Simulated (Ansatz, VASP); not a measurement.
## One calculation of Yb, two programs

```xyz
1
Lattice="0.0000 2.7830 2.5763 2.7830 0.0000 2.5763 2.7830 2.7830 0.0000" Properties=species:S:1:pos:R:3 pbc="T T T"
Yb    0.0000    0.0000    0.0000
```

Alike in both runs: task single point; functional PBE; k mesh 16 × 16 × 16; occupations gaussian, width 0.15 eV; no spin polarisation.

|  | VASP | Ansatz |
| --- | --- | --- |
| version | VASP 6.6.1 | Ansatz 0.2.0 |
| potentials or method | VASP PAW PBE potentials, release 64 (Yb), cutoff 520 eV | scalar-relativistic, plane waves, PAW |
| valence electrons in the cell | 24 | 24 |

|  | VASP | Ansatz | Ansatz less VASP |
| --- | --- | --- | --- |
| gap on the k mesh at the Fermi level (eV) | none | none | - |
| pressure (GPa) | -2.1 | -1.8 | +0.29 |
| traceless stress, the component that is largest in VASP (GPa) | 0.19 | 0.25 | +0.055 |

A gap of «none» marks a metal or a gap that the smearing closes.

Neither program's run includes spin-orbit coupling.
